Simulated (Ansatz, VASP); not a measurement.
Given: the input of a run of VASP 6.6.1 on Ta2N.

The input INCAR:

```
  ALGO = Normal
  EDIFF = 1E-7
  ENCUT = 520
  GGA = PE
  ISIF = 2
  ISMEAR = -1
  LASPH = T
  LCHARG = T
  LELF = T
  LREAL = F
  LVHAR = T
  LWAVE = F
  NBANDS = 20
  NELM = 100
  PREC = Accurate
  SIGMA = 0.05
```

Contents of KPOINTS:

```
k-points
0
Gamma
  10 10 6
```

POSCAR

```
Ta2N
1.0
    3.0919691885      0.0000000000      0.0000000000
   -1.5459845943      2.6777238649      0.0000000000
    0.0000000000      0.0000000000      4.8371565186
Ta N
2 1
Direct
    0.3333333333      0.6666666667      0.2547110000
    0.6666666667      0.3333333333      0.7452890000
    0.0000000000      0.0000000000      0.0000000000
```

Potentials or basis: VASP PAW PBE potentials, release 64 (Ta_pv, N).

The run is started by

```console
$ cat potpaw_PBE.64/Ta_pv/POTCAR potpaw_PBE.64/N/POTCAR > POTCAR
$ mpirun -np 1 vasp_std > vasp.out
```

Q: Set up the same calculation for Ansatz 0.2.0. Potentials there: Ansatz PAW.

A: As run (the cutoff follows the program's own potentials):

input.yaml

```yaml
crystal:
  lattice:
    - [3.0919691885, 0.0, 0.0]
    - [-1.5459845943, 2.6777238649, 0.0]
    - [0.0, 0.0, 4.8371565186]
  atoms:
    - { symbol: Ta, position: [0.3333333333, 0.6666666667, 0.254711] }
    - { symbol: Ta, position: [0.6666666667, 0.3333333333, 0.745289] }
    - { symbol: "N", position: [0.0, 0.0, 0.0] }
hamiltonian:
  xc: pbe
  pseudopotentials: { kind: paw }
kpoints:
  mp_grid: { grid: [10, 10, 6] }
scf:
  occupations: { method: fermi_dirac, width: 0.05 }
output:
  forces: true
  stress: true
  eigenvalues: true
```

Potentials or basis: Ansatz PAW.

Command:

```console
$ ansatz run input.yaml --threads 2 --pin off --max-ram 5632MiB --backend cpu --events-out ev --progress --plain --runs-dir out
```

Both were run:

|  | VASP | Ansatz | Ansatz less VASP |
| --- | --- | --- | --- |
| gap on the k mesh at the Fermi level (eV) | none | none | - |
| pressure (GPa) | 5.0 | 4.6 | -0.47 |
| traceless stress, the component that is largest in VASP (GPa) | 0.91 | 0.97 | +0.064 |
| rms of the force components (eV/Å) | 0.069 | 0.046 | -0.0228 |

Atom by atom the forces differ by 0.023 eV/Å (rms over components). A gap of «none» marks a metal or a gap that the smearing closes. VASP's potentials hold 27 valence electrons a cell and Ansatz's 31, so a difference there can come from the potentials and not from the codes.

Spin-orbit coupling is off throughout.
